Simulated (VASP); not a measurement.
# C (P1) in VASP: notebook

Runs on C. Level: r2SCAN. Tasks: single point.

The COD entry that gives the cell may itself be a prediction, so a difference from it is no test against experiment.

All numbers are computed with VASP 6.6.1; they aren't measurements. Logs are shortened: lines on timing, memory, paths and dates and some standing lists are left out, and cuts for length are marked.

## 1. The cell of the first run

The typed cell holds 10 atoms: a = 2.511 Å, b = 2.511 Å, c = 10.410 Å, α = 96.23°, β = 95.54°, γ = 60.00°.

## 2. Single point, r2SCAN

POSCAR

```
C
1.0
   -2.5113391176      0.0000000000      0.0000000000
   -1.2556695588     -2.1748834734      0.0000000000
    1.0045356470      0.7249611578     10.3359979276
C
10
Direct
   -0.0625975391      0.0248178013      0.8741534038
    0.9026575391      0.9751821987      0.7252465962
    0.0961171739      0.1086959628      0.1257878883
    0.8439428261      0.8913040372      0.4736121117
    0.1308880114      0.1583685877      0.2748057630
    0.8091719886      0.8416314123      0.3245942370
    0.2824272246      0.3748531780      0.9242595341
    0.5576327754      0.6251468220      0.6751404659
    0.4177627899      0.4253325570      0.0756976711
    0.5222972101      0.5746674430      0.5237023289
```

INCAR.step1

```
  PREC = Accurate
  ENCUT = 520
  ISMEAR = 0
  SIGMA = 0.05
  LREAL = F
  LASPH = T
  NELM = 100
  NBANDS = 31
  GGA = PE
  ALGO = Normal
  EDIFF = 1E-4
  LWAVE = T
  LCHARG = F
```

INCAR.step2

```
  PREC = Accurate
  ENCUT = 520
  EDIFF = 1E-6
  ISMEAR = 0
  SIGMA = 0.05
  LREAL = F
  LASPH = T
  NELM = 100
  ALGO = Normal
  ISIF = 2
  LWAVE = F
  LCHARG = F
  METAGGA = R2SCAN
  LMIXTAU = T
  NBANDS = 31
  ISTART = 1
```

KPOINTS

```
Automatic mesh
0
Gamma
  10 10 3
```

Potentials or basis: VASP PAW PBE potentials, release 64 (C).

The run is started by

```bash
cat potpaw_PBE.64/C/POTCAR > POTCAR
cp INCAR.step1 INCAR
mpirun -np 1 vasp_std > vasp.out
cp INCAR.step2 INCAR
mpirun -np 1 vasp_std > vasp.out
```

OUTCAR:

```text
PREC = Accurate
   ENCUT = 520
   EDIFF = 1E-6
   ISMEAR = 0
   LREAL = F
   LASPH = T
   NELM = 100
   ISIF = 2
   METAGGA = R2SCAN
   ISTART = 1

 ion  position               nearest neighbor table
   1  0.937  0.025  0.874-   2 1.54   7 1.54   7 1.54   7 1.54
   2  0.903  0.975  0.725-   1 1.54   8 1.54   8 1.54   8 1.54
   3  0.096  0.109  0.126-   9 1.54   9 1.54   9 1.54   5 1.54
   4  0.844  0.891  0.474-  10 1.54  10 1.54  10 1.54   6 1.54
   5  0.131  0.158  0.275-   6 1.54   6 1.54   6 1.54   3 1.54
   6  0.809  0.842  0.325-   5 1.54   5 1.54   5 1.54   4 1.54
   7  0.282  0.375  0.924-   1 1.54   1 1.54   1 1.54   9 1.59
   8  0.558  0.625  0.675-   2 1.54   2 1.54   2 1.54  10 1.57
   9  0.418  0.425  0.076-   3 1.54   3 1.54   3 1.54   7 1.59
  10  0.522  0.575  0.524-   4 1.54   4 1.54   4 1.54   8 1.57

  LATTYP: Found a triclinic cell.
 ALAT       =     4.3497669467
 B/A-ratio  =     0.5773502692
 C/A-ratio  =     2.4821080067
 COS(alpha) =     0.0116302407
 COS(beta)  =     0.1544386192
 COS(gamma) =     0.8660254038

  Lattice vectors:

 A1 = (   3.7670086764,  -2.1748834734,   0.0000000000)
 A2 = (   1.2556695588,  -2.1748834734,   0.0000000000)
 A3 = (   2.7624730294,   1.4499223156, -10.3359979276)

Analysis of symmetry for initial positions (statically):
=====================================================================
 Subroutine PRICEL returns:
 Original cell was already a primitive cell.

 Routine SETGRP: Setting up the symmetry group for a
 triclinic supercell.

 Subroutine GETGRP returns: Found  1 space group operations
 (whereof  1 operations were pure point group operations)
 out of a pool of  2 trial point group operations.

The static configuration has the point symmetry C_1 .

Analysis of symmetry for dynamics (positions and initial velocities):
=====================================================================
 Subroutine PRICEL returns:
 Original cell was already a primitive cell.

 Routine SETGRP: Setting up the symmetry group for a
 triclinic supercell.

 Subroutine GETGRP returns: Found  1 space group operations
 (whereof  1 operations were pure point group operations)
 out of a pool of  2 trial point group operations.

The dynamic configuration has the point symmetry C_1 .

 Subroutine INISYM returns: Found  1 space group operations
 (whereof  1 operations are pure point group operations),
[... 112 lines left out ...]
   EDIFF  = 0.1E-05   stopping-criterion for ELM
   LREAL  =      F    real-space projection
   EDIFFG = 0.1E-04   stopping-criterion for IOM
   NSW    =      0    number of steps for IOM
   IBRION =     -1    ionic relax: 0-MD 1-quasi-New 2-CG
   NFREE  =      0    steps in history (QN), initial steepest desc. (CG)
   ISIF   =      2    stress and relaxation
   ISYM   =      2    0-nonsym 1-usesym 2-fastsym
   POTIM  = 0.5000    time-step for ionic-motion
   TEBEG  =    0.0;   TEEND  =   0.0 temperature during run
   PSTRESS=    0.0 pullay stress
   NELECT =      40.0000    total number of electrons
   NUPDOWN=      -1.0000    fix difference up-down
   EMIN   =  10.00;   EMAX   =-10.00  energy-range for DOS
   EFERMI =   0.00;   METHOD = LEGACY
   ISMEAR =     0;   SIGMA  =   0.05  broadening in eV -4-tet -1-fermi 0-gaus
   EFERMI_NEDOS =   21; number of points for ismear=-14 and -15
   IALGO  =     38    algorithm
   IMIX   =      4    mixing-type and parameters
     AMIX     =   0.40;   BMIX     =  1.00
     AMIX_MAG =   1.60;   BMIX_MAG =  1.00
  volume/ion in A,a.u.               =       5.65        38.10
  Fermi-wavevector in a.u.,A,eV,Ry     =   1.459476  2.758009 28.981357  2.130070
  Thomas-Fermi vector in A             =   2.576038
   LORBIT       =      0    0 simple, 1 ext, 2 COOP (PROOUT), +10 PAW based schemes
   METAGGA = R2SCAN    functional components
   LHFCALC =     F    Hartree Fock is set to
   AEXX    =    0.0000 exact exchange contribution
   IVDW    =     0    specifies the selected vdW correction
   LEPSILON=     F    determine dielectric tensor
   LRPA    =     F    only Hartree local field effects (RPA)
 non-spin polarized calculation
 Gauss-broadening in eV      SIGMA  =   0.05
  energy-cutoff  :      520.00
  volume of cell :       56.45
 maximum number of plane-waves:      1541
   NGX =  9   NGY =  9   NGZ = 39

 number of electron      39.9999997 magnetization

 Free energy of the ion-electron system (eV)
  ---------------------------------------------------
  ext. energy  EPLUGINS =         0.00000000
  ---------------------------------------------------
  free energy    TOTEN  =       -97.95629316 eV

  energy without entropy =      -97.95629316  energy(sigma->0) =      -97.95629316

 E-fermi :  10.3167     XC(G=0): -14.2851

 val. band max:       10.0455424201   @ k =   0.0000   0.0000   0.0000
 cond. band min:      14.5118460099   @ k =  -0.4000   0.0000   0.3333
 fundamental gap:      4.4663035897
 Fermi energy:        10.3167453151

 k-point     1 :       0.0000    0.0000    0.0000
  band No.  band energies     occupation
      1     -12.9879      2.00000
      2     -11.8863      2.00000
      3     -11.8009      2.00000
      4      -8.5990      2.00000
      5      -8.5687      2.00000
      6      -2.3682      2.00000
[... 805 lines left out ...]
     30      21.3507      0.00000
     31      22.0491      0.00000

 [... further k-points ...]
[... 5 lines left out ...]
  --------------------------------------------------------------------------------------
  -------------------------------------------------------------------------------------
  Total        0.0603498      0.5166073      0.5485580      0.0022316      0.0008772      4.0148644
  in kB        1.7127440     14.6614638     15.5682345      0.0633333      0.0248955    113.9430124
  external PRESSURE =      10.6474808 kB  Pullay stress =       0.0000000 kB

 VOLUME and BASIS-vectors are now :
 -----------------------------------------------------------------------------
  energy-cutoff  :      520.00
  volume of cell :       56.45
      direct lattice vectors                 reciprocal lattice vectors
    -2.511339118  0.000000000  0.000000000    -0.398193933  0.229897374  0.022574824
    -1.255669559 -2.174883473  0.000000000     0.000000000 -0.459794749  0.032249748
     1.004535647  0.724961158 10.335997928     0.000000000  0.000000000  0.096749245

 POSITION                                       TOTAL-FORCE (eV/Angst)
 -----------------------------------------------------------------------------------
     -1.50718      0.57975      9.03525         0.023119      0.059751      0.000282
     -2.76285     -1.59513      7.49615        -0.193746      0.008556     -0.026209
     -0.25151     -0.14521      1.30014        -0.025625      0.059846      0.000497
     -2.76285     -1.59513      4.89525         0.019131      0.000509     -0.000193
     -0.25151     -0.14521      2.84039         0.194816      0.008673      0.027260
     -2.76285     -1.59513      3.35501        -0.005801      0.000715     -0.000827
     -0.25151     -0.14521      9.55314        -1.781894     -0.069661      0.007294
     -1.50718     -0.87017      6.97825         0.002606      0.000706     -0.005628
     -1.50718     -0.87017      0.78241         1.784205     -0.069641     -0.007366
     -1.50718     -0.87017      5.41299        -0.016810      0.000546      0.004891
 -----------------------------------------------------------------------------------
    total drift:                                0.000003     -0.000027     -0.001321

  FREE ENERGIE OF THE ION-ELECTRON SYSTEM (eV)
  ---------------------------------------------------
  free  energy   TOTEN  =       -97.9562931582 eV

  energy  without entropy=      -97.9562931582  energy(sigma->0) =      -97.95629316
```

Wall time 18 min (1 thread of Oxide Virtual Turin-like, shared host); peak memory 0.26 GiB.

What came out:

```yaml
Free_energy: -97.9563 eV
Pressure: 1.1 GPa
Largest_force: 1.786 eV/Å
Band_gap_on_the_k_mesh: 4.47 eV, indirect (least direct gap 5.37 eV)
```

Forces in eV/Å, atoms in the order of the input:
```
C    0.023  0.060  0.000
C   -0.194  0.009 -0.026
C   -0.026  0.060  0.000
C    0.019  0.001  0.000
C    0.195  0.009  0.027
C   -0.006  0.001 -0.001
C   -1.782 -0.070  0.007
C    0.003  0.001 -0.006
C    1.784 -0.070 -0.007
C   -0.017  0.001  0.005
```

Caveat: the PAW data sets were made with another functional, which shifts forces and pressure a little. r2SCAN opens gaps a little over a GGA but as a rule still falls short of measured ones.

[end of part 1 of 2]
